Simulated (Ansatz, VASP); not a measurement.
SiC in VASP and in Ansatz

```xyz
12
Lattice="3.0947 0.0000 0.0000 -1.5474 2.6801 0.0000 0.0000 0.0000 15.1881" Properties=species:S:1:pos:R:3 pbc="T T T"
Si    0.0000    1.7867    2.1611
Si    1.5474    0.8934    9.7551
Si    0.0000    0.0000    7.2223
Si    0.0000    0.0000   14.8163
Si    1.5474    0.8934    4.6897
Si    0.0000    1.7867   12.2838
C     0.0000    0.0000    5.3182
C     0.0000    0.0000   12.9123
C     0.0000    1.7867    0.2630
C     1.5474    0.8934    7.8571
C     1.5474    0.8934    2.7917
C     0.0000    1.7867   10.3857
```

Alike in both runs: functional PBE; k mesh 12 × 12 × 2; occupations gaussian, width 0.02 eV; no spin polarisation.

Ansatz relaxed the structure, and its values are those at the end. VASP's run is a single point on that final structure, the one shown.

|  | VASP | Ansatz |
| --- | --- | --- |
| version | VASP 6.6.1 | Ansatz 0.2.0 |
| potentials or method | VASP PAW PBE potentials, release 64 (Si, C), cutoff 520 eV | scalar-relativistic, plane waves, PAW |
| valence electrons in the cell | 48 | 48 |

```csv
,VASP,Ansatz,Ansatz less VASP
gap on the k mesh at the Fermi level (eV),2.03,2.03,+0.002
least direct gap on the mesh (eV),3.12,3.13,+0.002
pressure (GPa),0.0,0.0,+0.05
```

The functional is the same, so the differences come from potentials, cutoffs and numerics.
